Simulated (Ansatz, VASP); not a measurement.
# One calculation of Na3ScAg, two programs

```
CELL_PARAMETERS angstrom
5.52542 0.00000 0.00000
0.00000 5.52542 0.00000
0.00000 0.00000 5.52542
ATOMIC_POSITIONS crystal
Na 0.00000 0.50000 0.50000
Na 0.50000 0.00000 0.50000
Na 0.50000 0.50000 0.00000
Sc 0.00000 0.00000 0.00000
Ag 0.50000 0.50000 0.50000
```

Change from the starting cell: species swapped into the KMgH3 type (Pm-3m, No. 221).

Alike in both runs: functional PBE; k mesh 8 × 8 × 8; occupations gaussian, width 0.1 eV; collinear spin.

Ansatz relaxed the structure, and its values are those at the end. VASP's run is a single point on that final structure, the one shown.

|  | VASP | Ansatz |
| --- | --- | --- |
| version | VASP 6.6.1 | Ansatz 0.2.0 |
| potentials or method | VASP PAW PBE potentials, release 64 (Na_pv, Sc_sv, Ag), cutoff 520 eV | scalar-relativistic, plane waves, PAW |
| valence electrons in the cell | 43 | 57 |

VASP gave:

| Quantity | Value |
| --- | --- |
| gap on the k mesh at the Fermi level (eV) | none |
| pressure (GPa) | 0.0 |
| net moment per atom (μB) | 0.22 |
| size of the moment on the site where the two differ most (μB) | 0.67 |

Question: Which values does Ansatz return?

Answer: gap on the k mesh at the Fermi level (eV): none; pressure (GPa): 0.0; net moment per atom (μB): 0.22; size of the moment on the site where the two differ most (μB): 0.80.

Site moments also hang on the region over which each program counts them. A gap of «none» marks a metal or a gap that the smearing closes. VASP's potentials hold 43 valence electrons a cell and Ansatz's 57, so a difference there can come from the potentials and not from the codes.
